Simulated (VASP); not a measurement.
# Tc (P6_3/mmc) in VASP: a series of runs

The runs below take Tc through single point, relaxation of cell and atoms, with r2SCAN.

Program: VASP 6.6.1. These are calculated values, not measurements. Logs are shortened: lines on timing, memory, paths and dates and some standing lists are left out, and cuts for length are marked.

### 1 The cell of the first run

It takes space group P6_3/mmc (No. 194, hexagonal). The conventional cell has a = 2.736 Å, b = 2.736 Å, c = 4.385 Å, α = 90.00°, β = 90.00°, γ = 120.00°. Within 3.6 Å of Tc (site symmetry -6m2) lie 12 Tc at 2.70 to 2.74 Å.

### 2 Single point, r2SCAN

POSCAR reads:

```
Tc
1.0
    2.7362349860      0.0000000000      0.0000000000
   -1.3681174930      2.3696490086      0.0000000000
    0.0000000000      0.0000000000      4.3849053369
Tc
2
Direct
    0.3333333333      0.6666666667      0.2500000000
    0.6666666667      0.3333333333      0.7500000000
```

INCAR.step1 reads:

```
PREC = Accurate ; ENCUT = 520
ISMEAR = -1 ; SIGMA = 0.05
LREAL = False ; LASPH = True
NELM = 60 ; NBANDS = 20
GGA = PE ; ALGO = Normal
EDIFF = 1E-4 ; LWAVE = True
LCHARG = False
```

INCAR.step2 reads:

```
PREC = Accurate ; ENCUT = 520
EDIFF = 1E-7 ; ISMEAR = -1
SIGMA = 0.05 ; LREAL = False
LASPH = True ; NELM = 60
ALGO = Normal ; ISIF = 2
LWAVE = False ; LCHARG = False
METAGGA = R2SCAN ; LMIXTAU = True
NBANDS = 20 ; ISTART = 1
```

KPOINTS reads:

```
Automatic mesh
0
Gamma
  9 9 5
```

Potentials or basis: VASP PAW PBE potentials, release 64 (Tc_pv).

Started as:

```sh
$ cat potpaw_PBE.64/Tc_pv/POTCAR > POTCAR
$ cp INCAR.step1 INCAR
$ mpirun -np 1 vasp_std > vasp.out
$ cp INCAR.step2 INCAR
$ mpirun -np 1 vasp_std > vasp.out
```

OUTCAR:

```text
PREC = Accurate
   ENCUT = 520
   EDIFF = 1E-7
   ISMEAR = -1
   LREAL = False
   LASPH = True
   NELM = 60
   ISIF = 2
   METAGGA = R2SCAN
   ISTART = 1

 ion  position               nearest neighbor table
   1  0.333  0.667  0.250-   2 2.70   2 2.70   2 2.70   2 2.70   2 2.70   2 2.70
   2  0.667  0.333  0.750-   1 2.70   1 2.70   1 2.70   1 2.70   1 2.70   1 2.70

  LATTYP: Found a hexagonal cell.
 ALAT       =     2.7362349860
 C/A-ratio  =     1.6025324431

  Lattice vectors:

 A1 = (   2.7362349860,   0.0000000000,   0.0000000000)
 A2 = (  -1.3681174930,   2.3696490086,   0.0000000000)
 A3 = (   0.0000000000,   0.0000000000,   4.3849053369)

Analysis of symmetry for initial positions (statically):
=====================================================================
 Subroutine PRICEL returns:
 Original cell was already a primitive cell.

 Routine SETGRP: Setting up the symmetry group for a
 hexagonal supercell.

 Subroutine GETGRP returns: Found 24 space group operations
 (whereof 12 operations were pure point group operations)
 out of a pool of 24 trial point group operations.

The static configuration has the point symmetry D_3d.
 The point group associated with its full space group is D_6h.

Analysis of symmetry for dynamics (positions and initial velocities):
=====================================================================
 Subroutine PRICEL returns:
 Original cell was already a primitive cell.

 Routine SETGRP: Setting up the symmetry group for a
 hexagonal supercell.

 Subroutine GETGRP returns: Found 24 space group operations
 (whereof 12 operations were pure point group operations)
 out of a pool of 24 trial point group operations.

The dynamic configuration has the point symmetry D_3d.
 The point group associated with its full space group is D_6h.

 Subroutine INISYM returns: Found 24 space group operations
 (whereof 12 operations are pure point group operations),
 and found     1 'primitive' translations

----------------------------------------------------------------------------------------

                                     Primitive cell

  volume of cell :      28.4314

  direct lattice vectors                    reciprocal lattice vectors
     2.736234986  0.000000000  0.000000000     0.365465687  0.211001713  0.000000000
    -1.368117493  2.369649009  0.000000000     0.000000000  0.422003426  0.000000000
     0.000000000  0.000000000  4.384905337     0.000000000  0.000000000  0.228055094

  length of vectors
     2.736234986  2.736234986  4.384905337     0.422003426  0.422003426  0.228055094

  position of ions in fractional coordinates (direct lattice)
     0.333333333  0.666666667  0.250000000
     0.666666667  0.333333333  0.750000000

  ion indices of the primitive-cell ions
   primitive index   ion index
                 1           1
                 2           2

----------------------------------------------------------------------------------------

 KPOINTS: Automatic mesh

Automatic generation of k-mesh.
 Grid dimensions read from file:
 generate k-points for:    9    9    5

 Generating k-lattice:

  Cartesian coordinates                     Fractional coordinates (reciprocal lattice)
     0.040607299  0.023444635  0.000000000     0.111111111  0.000000000  0.000000000
     0.000000000  0.046889270  0.000000000     0.000000000  0.111111111  0.000000000
     0.000000000  0.000000000  0.045611019     0.000000000  0.000000000  0.200000000

  Length of vectors
     0.046889270  0.046889270  0.045611019

  Shift w.r.t. Gamma in fractional coordinates (k-lattice)
     0.000000000  0.000000000  0.000000000

 Subroutine IBZKPT returns following result:
 ===========================================

 Found     36 irreducible k-points:

 Following reciprocal coordinates:
            Coordinates               Weight
  0.000000  0.000000  0.000000      1.000000
  0.111111  0.000000  0.000000      6.000000
  0.222222  0.000000  0.000000      6.000000
  0.333333  0.000000  0.000000      6.000000
  0.444444  0.000000  0.000000      6.000000
  0.111111  0.111111  0.000000      6.000000
[... 16 lines left out ...]
  0.333333  0.222222  0.200000     24.000000
  0.333333  0.333333  0.200000      4.000000
 [... further k-points ...]
   k-points           NKPTS =     36   k-points in BZ     NKDIM =     36   number of bands    NBANDS=     20
   number of dos      NEDOS =    301   number of ions     NIONS =      2
   total plane-waves  NPLWV =  14400
   dimension x,y,z NGX =    20 NGY =   20 NGZ =   36
   dimension x,y,z NGXF=    40 NGYF=   40 NGZF=   72
   ions per type =               2
   NGX,Y,Z   is equivalent  to a cutoff of  12.15, 12.15, 13.65 a.u.
   NGXF,Y,Z  is equivalent  to a cutoff of  24.30, 24.30, 27.30 a.u.
 SYSTEM =  unknown system
   PREC   = accura    normal or accurate (medium, high low for compatibility)
   ISTART =      1    job   : 0-new  1-cont  2-samecut
   ICHARG =      0    charge: 1-file 2-atom 10-const
   ISPIN  =      1    spin polarized calculation?
   LNONCOLLINEAR =      F non collinear calculations
   LSORBIT =      F    spin-orbit coupling
   LASPH  =      T    aspherical Exc in radial PAW
   ENCUT  =  520.0 eV  38.22 Ry    6.18 a.u.   5.09  5.09  8.15*2*pi/ulx,y,z
   NELM   =     60;   NELMIN=  2; NELMDL=  0     # of ELM steps
   EDIFF  = 0.1E-06   stopping-criterion for ELM
   LREAL  =      F    real-space projection
   EDIFFG = 0.1E-05   stopping-criterion for IOM
   NSW    =      0    number of steps for IOM
   IBRION =     -1    ionic relax: 0-MD 1-quasi-New 2-CG
   NFREE  =      0    steps in history (QN), initial steepest desc. (CG)
   ISIF   =      2    stress and relaxation
   ISYM   =      2    0-nonsym 1-usesym 2-fastsym
   POTIM  = 0.5000    time-step for ionic-motion
   TEBEG  =    0.0;   TEEND  =   0.0 temperature during run
   PSTRESS=    0.0 pullay stress
   NELECT =      26.0000    total number of electrons
   NUPDOWN=      -1.0000    fix difference up-down
   EMIN   =  10.00;   EMAX   =-10.00  energy-range for DOS
   EFERMI =   0.00;   METHOD = LEGACY
   ISMEAR =    -1;   SIGMA  =   0.05  broadening in eV -4-tet -1-fermi 0-gaus
   EFERMI_NEDOS =   21; number of points for ismear=-14 and -15
   IALGO  =     38    algorithm
   IMIX   =      4    mixing-type and parameters
     AMIX     =   0.40;   BMIX     =  1.00
     AMIX_MAG =   1.60;   BMIX_MAG =  1.00
  volume/ion in A,a.u.               =      14.22        95.93
  Fermi-wavevector in a.u.,A,eV,Ry     =   1.589035  3.002840 34.355139  2.525032
  Thomas-Fermi vector in A             =   2.687946
   LORBIT       =      0    0 simple, 1 ext, 2 COOP (PROOUT), +10 PAW based schemes
   METAGGA = R2SCAN    functional components
   LHFCALC =     F    Hartree Fock is set to
   AEXX    =    0.0000 exact exchange contribution
   IVDW    =     0    specifies the selected vdW correction
   LEPSILON=     F    determine dielectric tensor
   LRPA    =     F    only Hartree local field effects (RPA)
 non-spin polarized calculation
  energy-cutoff  :      520.00
  volume of cell :       28.43
 maximum number of plane-waves:       776
   NGX = 11   NGY = 11   NGZ = 17

 number of electron      25.9999999 magnetization

 Free energy of the ion-electron system (eV)
  ---------------------------------------------------
  ext. energy  EPLUGINS =         0.00000000
  ---------------------------------------------------
  free energy    TOTEN  =       -51.93069188 eV

  energy without entropy =      -51.91793125  energy(sigma->0) =      -51.92431156

 E-fermi :  12.7607     XC(G=0): -15.1631

 val. band max:       12.7497648069   @ k =   0.3333   0.0000   0.4000
 cond. band min:      12.7977471448   @ k =   0.2222   0.0000   0.0000
 fundamental gap:      0.0479823379
 Fermi energy:        12.7606687584

 k-point     1 :       0.0000    0.0000    0.0000
  band No.  band energies     occupation
      1     -28.1457      2.00000
      2     -26.9081      2.00000
      3     -26.9081      2.00000
      4     -26.7036      2.00000
      5     -26.7036      2.00000
      6     -26.6767      2.00000
[... 12 lines left out ...]
     19      24.4135      0.00000
     20      27.6421      0.00000

 k-point     2 :       0.1111    0.0000    0.0000
  band No.  band energies     occupation
      1     -28.0909      2.00000
      2     -27.0307      2.00000
      3     -26.9475      2.00000
      4     -26.8302      2.00000
      5     -26.7206      2.00000
      6     -26.7002      2.00000
[... 12 lines left out ...]
     19      24.3353      0.00000
     20      28.5534      0.00000

 k-point     3 :       0.2222    0.0000    0.0000
  band No.  band energies     occupation
      1     -27.9396      2.00000
      2     -27.3405      2.00000
      3     -27.1376      2.00000
      4     -27.0423      2.00000
      5     -26.7714      2.00000
      6     -26.7676      2.00000
[... 12 lines left out ...]
     19      24.0260      0.00000
     20      28.9277      0.00000

 k-point     4 :       0.3333    0.0000    0.0000
  band No.  band energies     occupation
      1     -27.7315      2.00000
      2     -27.6897      2.00000
      3     -27.4670      2.00000
      4     -27.1443      2.00000
      5     -26.8876      2.00000
      6     -26.8250      2.00000
[... 12 lines left out ...]
     19      23.5796      0.00000
     20      25.6914      0.00000

 k-point     5 :       0.4444    0.0000    0.0000
  band No.  band energies     occupation
      1     -27.9148      2.00000
      2     -27.6725      2.00000
      3     -27.5452      2.00000
      4     -27.2085      2.00000
      5     -27.0134      2.00000
      6     -26.8638      2.00000
[... 12 lines left out ...]
     19      24.7010      0.00000
     20      25.3609      0.00000
[... 353 lines left out ...]
      6     -26.9424      2.00000
[... 12 lines left out ...]
     19      24.9654      0.00000
     20      25.6460      0.00000

 k-point    22 :       0.2222    0.2222    0.2000
  band No.  band energies     occupation
      1     -27.7957      2.00000
      2     -27.6923      2.00000
      3     -27.3551      2.00000
      4     -27.2836      2.00000
      5     -27.0452      2.00000
      6     -26.9071      2.00000
[... 12 lines left out ...]
     19      25.5260      0.00000
     20      26.1021      0.00000

 k-point    23 :       0.3333    0.2222    0.2000
  band No.  band energies     occupation
      1     -27.8462      2.00000
      2     -27.7178      2.00000
      3     -27.4793      2.00000
      4     -27.2523      2.00000
      5     -27.1595      2.00000
      6     -26.9923      2.00000
[... 12 lines left out ...]
     19      24.3063      0.00000
     20      25.1105      0.00000

 k-point    24 :       0.3333    0.3333    0.2000
  band No.  band energies     occupation
      1     -27.7005      2.00000
      2     -27.6762      2.00000
      3     -27.6762      2.00000
      4     -27.3285      2.00000
      5     -27.1004      2.00000
      6     -27.1004      2.00000
[... 12 lines left out ...]
     19      22.1297      0.00000
     20      27.0549      0.00000

 [... further k-points ...]

------------------------ aborting loop because EDIFF is reached ----------------------------------------

  FORCE on cell =-STRESS in cart. coord.  units (eV):
  Direction    XX          YY          ZZ          XY          YZ          ZX
  --------------------------------------------------------------------------------------
  -------------------------------------------------------------------------------------
  Total        0.0876619      0.0876619      0.1048673     -0.0000000      0.0000000     -0.0000000
  in kB        4.9399657      4.9399657      5.9095288     -0.0000000      0.0000000     -0.0000000
  external PRESSURE =       5.2631534 kB  Pullay stress =       0.0000000 kB

 VOLUME and BASIS-vectors are now :
 -----------------------------------------------------------------------------
  energy-cutoff  :      520.00
  volume of cell :       28.43
      direct lattice vectors                 reciprocal lattice vectors
     2.736234986  0.000000000  0.000000000     0.365465687  0.211001713  0.000000000
    -1.368117493  2.369649009  0.000000000     0.000000000  0.422003426  0.000000000
     0.000000000  0.000000000  4.384905337     0.000000000  0.000000000  0.228055094

 POSITION                                       TOTAL-FORCE (eV/Angst)
 -----------------------------------------------------------------------------------
     -0.00000      1.57977      1.09623         0.000000     -0.000000      0.000000
      1.36812      0.78988      3.28868         0.000000      0.000000      0.000000
 -----------------------------------------------------------------------------------
    total drift:                               -0.000000      0.000000     -0.000000

  FREE ENERGIE OF THE ION-ELECTRON SYSTEM (eV)
  ---------------------------------------------------
  free  energy   TOTEN  =       -51.9306918812 eV

  energy  without entropy=      -51.9179312487  energy(sigma->0) =      -51.92431156
```

It took 62 s on 1 thread of Intel Xeon Platinum 8259CL at 2.50GHz (Skylake/Cascade Lake), shared host; peak memory 0.15 GiB.

What came out:

```yaml
Free_energy: -51.9307 eV
Pressure: 0.5 GPa
Band_gap_on_the_k_mesh: zero (bands 13 and 14 overlap by 2.40 eV)
```

Stress tensor (GPa, compression positive):
```
0.49 0.00 0.00
0.00 0.49 0.00
0.00 0.00 0.59
```

Levels at points of the mesh, in eV from the Fermi level:
| k point | band 9 | band 10 | band 11 | band 12 | band 13 | band 14 | band 15 | band 16 | band 17 | band 18 |
| --- | --- | --- | --- | --- | --- | --- | --- | --- | --- | --- |
| (0.00, 0.00, 0.00) | -1.69 | -1.69 | -1.64 | -0.94 | -0.94 | -0.21 | -0.21 | 1.61 | 2.61 | 2.61 |

Caveat: the PAW data sets were made with another functional, which shifts forces and pressure a little.

### 3 Relaxation of cell and atoms, r2SCAN

POSCAR reads:

```
Tc
1.0
    2.7200000000      0.0000000000      0.0000000000
   -1.3600000000      2.3555890983      0.0000000000
    0.0000000000      0.0000000000      4.4417600000
Tc
2
Direct
    0.3333333333      0.6666666667      0.2500000000
    0.6666666667      0.3333333333      0.7500000000
```

INCAR.step1 reads:

```
SYSTEM = Tc
PREC = Accurate ; ENCUT = 600
ISMEAR = -1 ; SIGMA = 0.05
LREAL = .FALSE. ; LASPH = .TRUE.
NELM = 100 ; GGA = PE
ALGO = Normal ; EDIFF = 1E-4
LWAVE = .TRUE. ; LCHARG = .FALSE.
```

INCAR.step2 reads:

```
SYSTEM = Tc
PREC = Accurate ; ENCUT = 600
EDIFF = 1E-6 ; ISMEAR = -1
SIGMA = 0.05 ; LREAL = .FALSE.
LASPH = .TRUE. ; NELM = 100
ALGO = Normal ; ISIF = 3
LWAVE = .FALSE. ; LCHARG = .FALSE.
METAGGA = R2SCAN ; LMIXTAU = .TRUE.
IBRION = 2 ; NSW = 80
EDIFFG = -0.03 ; ISTART = 1
```

KPOINTS reads:

```
Automatic mesh
0
G
  9 9 5
  0 0 0
```

Potentials or basis: VASP PAW PBE potentials, release 64 (Tc_pv).

Started as:

```sh
$ cat potpaw_PBE.64/Tc_pv/POTCAR > POTCAR
$ cp INCAR.step1 INCAR
$ mpirun -np 1 vasp_std > vasp.out
$ cp INCAR.step2 INCAR
$ mpirun -np 1 vasp_std > vasp.out
```

Run time: 4.3 min. Hardware: 1 thread of Intel Xeon Platinum 8259CL at 2.50GHz (Skylake/Cascade Lake), shared host; peak memory 0.17 GiB.

It converged, with:

| Item | Value |
| --- | --- |
| Free energy | -51.9324 eV |
| Relaxed volume | 14.25 Å³/atom |
| Relaxed cell | a = 2.739 Å, b = 2.739 Å, c = 4.388 Å, α = 90.00°, β = 90.00°, γ = 120.00° |
| Space group after relaxing (to 0.1 Å) | P6_3/mmc (No. 194) |
| Energy gained by relaxing | 4.6 meV/atom |
| Ionic steps | 6 |
| Pressure after relaxing | 0.0 GPa |
| Band gap on the k mesh | zero (bands 13 and 14 overlap by 2.40 eV) |

Stress tensor (GPa, compression positive):
```
-0.05  0.00  0.00
 0.00 -0.05  0.00
 0.00  0.00  0.09
```

Step by step:
| step | energy change (eV) | largest force (eV/Å) | pressure (GPa) | volume (Å³) |
| --- | --- | --- | --- | --- |
| 1 | 0.0000 | 0.0000 | 0.51 | 28.46 |
| 2 | -0.0007 | 0.0000 | -1.30 | 28.63 |
| 3 | -0.0091 | 0.0000 | -0.54 | 28.55 |
| 4 | -0.0091 | 0.0000 | -0.56 | 28.55 |
| 5 | -0.0085 | 0.0000 | 1.50 | 28.37 |
| 6 | -0.0091 | 0.0000 | -0.01 | 28.50 |

Final structure:
```
Tc
1.0
     2.73865    0.00000    0.00000
    -1.36932    2.37174    0.00000
     0.00000    0.00000    4.38820
Tc
2
Direct
  0.33333 0.66667 0.25000
  0.66667 0.33333 0.75000
```

Levels at points of the mesh, in eV from the Fermi level:
| k point | band 11 | band 12 | band 13 | band 14 | band 15 | band 16 |
| --- | --- | --- | --- | --- | --- | --- |
| (0.00, 0.00, 0.00) | -1.63 | -0.93 | -0.93 | -0.20 | -0.20 | 1.60 |

Caveat: the PAW data sets were made with another functional, which shifts forces and pressure a little.

### 4 Relaxation of cell and atoms, r2SCAN

POSCAR reads:

```
Tc
1.0
    2.7362349860      0.0000000000      0.0000000000
   -1.3681174930      2.3696490086      0.0000000000
    0.0000000000      0.0000000000      4.3849053369
Tc
2
Direct
    0.3333333333      0.6666666667      0.2500000000
    0.6666666667      0.3333333333      0.7500000000
```

INCAR.step1 reads:

```
ALGO = Normal
EDIFF = 1E-4
ENCUT = 600
GGA = PE
ISMEAR = -1
LASPH = T
LCHARG = F
LREAL = F
LWAVE = T
NELM = 60
PREC = Accurate
SIGMA = 0.05
```

INCAR.step2 reads:

```
ALGO = Normal
EDIFF = 1E-6
EDIFFG = -0.03
ENCUT = 600
IBRION = 2
ISIF = 3
ISMEAR = -1
ISTART = 1
LASPH = T
LCHARG = F
LMIXTAU = T
LREAL = F
LWAVE = F
METAGGA = R2SCAN
NELM = 60
NSW = 80
PREC = Accurate
SIGMA = 0.05
```

KPOINTS reads:

```
k-points
0
Gamma
  9 9 5
```

Started as:

```sh
$ cat potpaw_PBE.64/Tc_pv/POTCAR > POTCAR
$ cp INCAR.step1 INCAR
$ mpirun -np 1 vasp_std > vasp.out
$ cp INCAR.step2 INCAR
$ mpirun -np 1 vasp_std > vasp.out
```

Wall time 2.2 min (1 thread of Intel Xeon Platinum 8259CL at 2.50GHz (Skylake/Cascade Lake), shared host); peak memory 0.17 GiB.

Results (log left out):

```yaml
Free_energy: -51.9324 eV
Relaxed_volume: 14.25 Å³/atom
Relaxed_cell: a = 2.738 Å, b = 2.738 Å, c = 4.389 Å, α = 90.00°, β = 90.00°, γ = 120.00°
Space_group_after_relaxing_to_0.1_Å: P6_3/mmc (No. 194)
Energy_gained_by_relaxing: 0.1 meV/atom
Ionic_steps: 3
Pressure_after_relaxing: 0.0 GPa
Band_gap_on_the_k_mesh: zero (bands 13 and 14 overlap by 2.40 eV)
```

Step by step:
```
step  energy change (eV)  largest force (eV/Å)  pressure (GPa)  volume (Å³)
   1              0.0000                0.0000            0.81        28.43
   2              0.0016                0.0000           -2.51        28.73
   3             -0.0002                0.0000            0.01        28.50
```

Final structure:
```
CELL_PARAMETERS angstrom
2.73840 0.00000 0.00000
-1.36920 2.37152 0.00000
0.00000 0.00000 4.38880
ATOMIC_POSITIONS crystal
Tc 0.33333 0.66667 0.25000
Tc 0.66667 0.33333 0.75000
```

Levels at points of the mesh, in eV from the Fermi level:
| k point | band 11 | band 12 | band 13 | band 14 | band 15 | band 16 |
| --- | --- | --- | --- | --- | --- | --- |
| (0.00, 0.00, 0.00) | -1.63 | -0.93 | -0.93 | -0.20 | -0.20 | 1.60 |

Caveat: the PAW data sets were made with another functional, which shifts forces and pressure a little.

### 5 The runs side by side

```csv
task,cell,cutoff (eV),gap on the mesh (eV),pressure (GPa),relaxed volume (Å³/atom)
single point,"a = 2.736, b = 2.736, c = 4.385 Å, angles 90.0, 90.0, 120.0°, 2 atoms",520,none,0.5,-
relaxation of cell and atoms,"relaxed from a = 2.720, b = 2.720, c = 4.442 Å, angles 90.0, 90.0, 120.0°, 2 atoms",600,none,0.0,14.25
relaxation of cell and atoms,"relaxed from a = 2.736, b = 2.736, c = 4.385 Å, angles 90.0, 90.0, 120.0°, 2 atoms",600,none,0.0,14.25
```

Alike in all rows: level r2SCAN; potentials or basis VASP PAW PBE potentials, release 64 (Tc_pv); no spin polarisation; k mesh 9 × 9 × 5; smearing fermi-dirac 0.05 eV.

Caveats: the PAW data sets were made with another functional, which shifts forces and pressure a little.

Total energies depend on the potentials used, so only differences within one code and one set of settings carry meaning.
